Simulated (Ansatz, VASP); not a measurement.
## One calculation of BaTiO3, two programs

Contents of INCAR:

```
SYSTEM = BaTiO3
PREC     = Accurate       ! precision mode
ENCUT    = 520            ! plane-wave cutoff, eV
EDIFF    = 1E-6           ! SCF threshold, eV
ISMEAR   = -1             ! smearing method
SIGMA    = 0.02           ! smearing width, eV
LREAL    = .False.        ! projectors in reciprocal space
LASPH    = .True.         ! aspherical terms in the spheres
NELM     = 60             ! most SCF steps
ALGO     = Normal         ! electronic algorithm
ISIF     = 2              ! what is computed and relaxed
LWAVE    = .False.        ! write WAVECAR
LCHARG   = .False.        ! write CHGCAR
GGA      = PE             ! functional
NBANDS   = 28             ! bands
```

Contents of KPOINTS:

```
Automatic mesh
0
Gamma
  6 6 6
  0 0 0
```

File POSCAR:

```
BaTiO3
1.0
    3.9940959787      0.0000000000      0.0000000000
    0.0000000000      3.9940959787      0.0000000000
    0.0000000000      0.0000000000      3.9940959787
Ba Ti O
1 1 3
Direct
    0.5000000000      0.5000000000      0.5000000000
    0.0000000000      0.0000000000      0.0000000000
    0.5000000000      0.0000000000      0.0000000000
    0.0000000000      0.5000000000      0.0000000000
    0.0000000000      0.0000000000      0.5000000000
```

Input for Ansatz:

```yaml
crystal:
  lattice:
    - [3.9940959787, 0.0, 0.0]
    - [0.0, 3.9940959787, 0.0]
    - [0.0, 0.0, 3.9940959787]
  atoms:
    - { symbol: Ba, position: [0.5, 0.5, 0.5] }
    - { symbol: Ti, position: [0.0, 0.0, 0.0] }
    - { symbol: O, position: [0.5, 0.0, 0.0] }
    - { symbol: O, position: [0.0, 0.5, 0.0] }
    - { symbol: O, position: [0.0, 0.0, 0.5] }
kpoints:
  mp_grid: { grid: [6, 6, 6] }
  band_path:
    path:
      - [[0.0, 0.0, 0.0], [9.401835835784e-51, 0.5, -9.881728276562e-69], [0.5, 0.5, 4.82194207313e-35], [0.0, 0.0, 0.0], [0.5, 0.5, 0.5], [9.401835835784e-51, 0.5, -9.881728276562e-69]]
      - [[0.5, 0.5, 0.5], [0.5, 0.5, 4.82194207313e-35]]
    npoints: 10
hamiltonian:
  xc: pbe
scf:
  occupations: { method: fermi_dirac, width: 0.02 }
  n_extra_bands: 5
output:
  forces: true
  stress: true
  eigenvalues: true
```

Alike in both runs: task single point; functional PBE; k mesh 6 × 6 × 6; occupations fermi-dirac, width 0.02 eV; no spin polarisation.

|  | VASP | Ansatz |
| --- | --- | --- |
| version | VASP 6.6.1 | Ansatz 0.2.0 |
| potentials or method | VASP PAW PBE potentials, release 64 (Ba_sv, Ti_sv, O) | plane waves, PAW |
| plane-wave cutoff (eV) | 520 | 420 |
| valence electrons in the cell | 40 | 40 |

Ansatz gave:

- gap on the k mesh at the Fermi level (eV): 1.82
- pressure (GPa): 3.2

**Question.** Which values does VASP return?

**Answer.** gap on the k mesh at the Fermi level (eV): 1.76; pressure (GPa): 5.0.

With one functional, cell and mesh, what is left measures potentials, basis and numerics.

Neither program's run includes spin-orbit coupling.
